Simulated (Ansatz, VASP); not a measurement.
Si4BW in VASP and in Ansatz

```xyz
6
Lattice="4.4518 0.0000 0.0000 -2.2259 3.8554 0.0000 0.0000 0.0000 4.6790" Properties=species:S:1:pos:R:3 pbc="T T T"
Si    0.0000    2.5702    1.1657
Si    0.0000    2.5702    3.5132
Si    2.2259    1.2851    3.5132
Si    2.2259    1.2851    1.1657
B     0.0000    0.0000    2.3395
W     0.0000    0.0000    0.0000
```

Alike in both runs: functional PBE; k mesh 6 × 6 × 4; occupations gaussian, width 0.1 eV; no spin polarisation.

Ansatz relaxed the structure, and its values are those at the end. VASP's run is a single point on that final structure, the one shown.

|  | VASP | Ansatz |
| --- | --- | --- |
| version | VASP 6.6.1 | Ansatz 0.2.0 |
| potentials or method | VASP PAW PBE potentials, release 64 (Si, B, W_sv), cutoff 520 eV | scalar-relativistic, plane waves, PAW |
| valence electrons in the cell | 33 | 33 |

VASP gave:

| Quantity | Value |
| --- | --- |
| gap on the k mesh at the Fermi level (eV) | none |
| pressure (GPa) | -0.1 |
| rms of the force components (eV/Å) | 0.007 |

Which values does Ansatz return?

gap on the k mesh at the Fermi level (eV): none; pressure (GPa): -0.1; rms of the force components (eV/Å): 0.005.

A gap of «none» marks a metal or a gap that the smearing closes. The functional is the same, so the differences come from potentials, cutoffs and numerics.

Spin-orbit coupling is off throughout.
